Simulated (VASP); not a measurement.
Wanted: the native input for a VASP 6.6.1 run.

```
Task                   : relaxation of cell and atoms
Functional             : PBEsol
Potentials or basis    : VASP PAW PBE potentials, release 64 (W_sv)
Cutoff                 : 600 eV
k mesh                 : 9 × 9 × 2
Occupations            : gaussian, width 0.1 eV
Spin                   : no spin polarisation
Dipole correction      : no
Further INCAR settings : ALGO = Normal; EDIFF = 1e-06; IBRION = 2; EDIFFG = -0.04; NSW = 90; ISIF = 3
```

The structure of W lies in POSCAR:

```
W
1.0
    2.7510825023      0.0000000000      0.0000000000
   -1.3755412511      2.3825073349      0.0000000000
    0.0000000000      0.0000000000     10.0357821870
W
4
Direct
    0.3333333333      0.6666666667      0.3812971114
    0.6666666667      0.3333333333      0.8812971114
    0.6666666667      0.3333333333      0.6187028886
    0.3333333333      0.6666666667      0.1187028886
```

This isn't the form of W at room conditions, which is bcc.

One way to write it, as run:

INCAR

```
PREC = Accurate
ENCUT = 600
EDIFF = 1E-6
ISMEAR = 0
SIGMA = 0.1
LREAL = False
LASPH = True
NELM = 80
ALGO = Normal
ISIF = 3
LWAVE = False
LCHARG = False
GGA = PS
IBRION = 2
NSW = 90
EDIFFG = -0.04
```

KPOINTS

```
regular mesh
0
Gamma
  9 9 2
```

Potentials or basis: VASP PAW PBE potentials, release 64 (W_sv).

Command:

```bash
$ cat potpaw_PBE.64/W_sv/POTCAR > POTCAR
$ mpirun -np 1 vasp_std > vasp.out
```

Results of the run:

```yaml
Relaxed_volume: 16.59 Å³/atom
Relaxed_cell: a = 2.739 Å, b = 2.739 Å, c = 10.210 Å, α = 90.00°, β = 90.00°, γ = 120.00°
Space_group_after_relaxing_to_0.1_Å: P6_3/mmc (No. 194)
Energy_gained_by_relaxing: 7.4 meV/atom
Ionic_steps: 7
Pressure_after_relaxing: 0.2 GPa
Largest_force_after_relaxing: 0.015 eV/Å
Band_gap_on_the_k_mesh: zero (bands 28 and 29 overlap by 1.52 eV)
```

Caveat: the PAW data sets were made with another functional, which shifts forces and pressure a little; spin-orbit coupling is left out, which moves the levels of the heavy elements.

Wall time 2.8 min on 1 thread of Intel(R) Xeon(R) Platinum 8375C CPU @ 2.90GHz (Ice Lake), with other jobs on the host, peak memory 0.23 GiB.
